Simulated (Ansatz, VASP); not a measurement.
**One calculation of NaH, two programs**

POSCAR

```
NaH
1.0
    2.9323912064      0.0000000000      0.0000000000
    0.0000000000      2.9323912064      0.0000000000
    0.0000000000      0.0000000000      2.7875310808
Na H
1 1
Direct
    0.0000000000      0.0000000000      0.0000000000
    0.5000000000      0.5000000000      0.5000000000
```

Contents of INCAR.step1:

```
PREC = Accurate
ENCUT = 520
EDIFF = 1E-5
ISMEAR = 0
SIGMA = 0.01
LREAL = F
LASPH = T
NELM = 60
ALGO = Normal
ISIF = 2
LWAVE = T
NBANDS = 11
GGA = PE
```

File INCAR.step2:

```
PREC = Accurate
ENCUT = 520
EDIFF = 1E-6
ISMEAR = 0
SIGMA = 0.01
LREAL = F
LASPH = T
NELM = 60
ALGO = Normal
ISIF = 2
LWAVE = F
LCHARG = T
GGA = PE
LHFCALC = T
HFSCREEN = 0.2079
PRECFOCK = Normal
LELF = T
LVHAR = T
NBANDS = 11
ISTART = 1
```

KPOINTS

```
Automatic mesh
0
Gamma
  6 6 6
```

Input for Ansatz:

```yaml
crystal:
  lattice:
    - [2.9323912064, 0.0, 0.0]
    - [0.0, 2.9323912064, 0.0]
    - [0.0, 0.0, 2.7875310808]
  atoms:
    - { symbol: Na, position: [0.0, 0.0, 0.0] }
    - { symbol: H, position: [0.5, 0.5, 0.5] }
kpoints:
  mp_grid: { grid: [6, 6, 6] }
  band_path:
    path: [[0.0, 0.0, 0.0], [0.0, 0.5, 0.0], [0.5, 0.5, 0.0], [0.5, 0.5, 0.5]]
    npoints: 1
hamiltonian:
  xc: hse06
scf:
  occupations: { method: fixed }
  n_extra_bands: 4
output:
  forces: true
  stress: true
  eigenvalues: true
```

Change from the starting cell: uniaxial_z strain -4.9%.

Alike in both runs: task single point; functional HSE06; k mesh 6 × 6 × 6; no spin polarisation.

|  | VASP | Ansatz |
| --- | --- | --- |
| version | VASP 6.6.1 | Ansatz 0.2.0 |
| potentials or method | VASP PAW PBE potentials, release 64 (Na_pv, H) | plane waves, PAW |
| plane-wave cutoff (eV) | 520 | 420 |
| occupations | gaussian, width 0.01 eV | fixed |
| valence electrons in the cell | 8 | 10 |

VASP gave:

* gap on the k mesh at the Fermi level (eV): 1.70
* pressure (GPa): 1.8
* traceless stress, the component that is largest in VASP (GPa): 4.33

**Question.** What did Ansatz give for the same quantities?

**Answer.** gap on the k mesh at the Fermi level (eV): 1.71; pressure (GPa): 1.8; traceless stress, the component that is largest in VASP (GPa): 4.33.

VASP's potentials hold 8 valence electrons a cell and Ansatz's 10, so a difference there can come from the potentials and not from the codes. Ansatz's warnings: stress exchange threshold loose, stress scf threshold loose.
